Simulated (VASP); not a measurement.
Si:

```
Si
1.0
     3.83213    0.00000    0.00000
    -1.91606    3.31872    0.00000
     0.00000    0.00000    6.34122
Si
4
Direct
  0.33333 0.66667 0.00056
  0.66667 0.33333 0.50056
  0.33333 0.66667 0.37444
  0.66667 0.33333 0.87444
```

This isn't the form of Si at room conditions, which is diamond.

Base run:

| Item | Value |
| --- | --- |
| Program | VASP 6.6.1 |
| Functional | PBE |
| Potentials or basis | VASP PAW PBE potentials, release 64 (Si) |
| Cutoff | 520 eV |
| k mesh | 6 × 6 × 4 |
| Occupations | gaussian, width 0.01 eV |
| Spin | no spin polarisation |

Its results: band gap on the k mesh 0.42 eV (least direct gap 1.04 eV).

Task: The run is repeated on the same cell with these changes: functional from PBE to PBE0; further incar settings from ALGO = Normal; EDIFF = 1e-08 to ALGO = Normal; EDIFF = 1e-07; NBANDS = 16. What comes out?

Result: Band gap on the k mesh 1.66 eV (least direct gap 2.38 eV).

Caveats: the gap is small at this level, which inflates the dielectric constant (at least some runs).

A k mesh can miss the band edges.
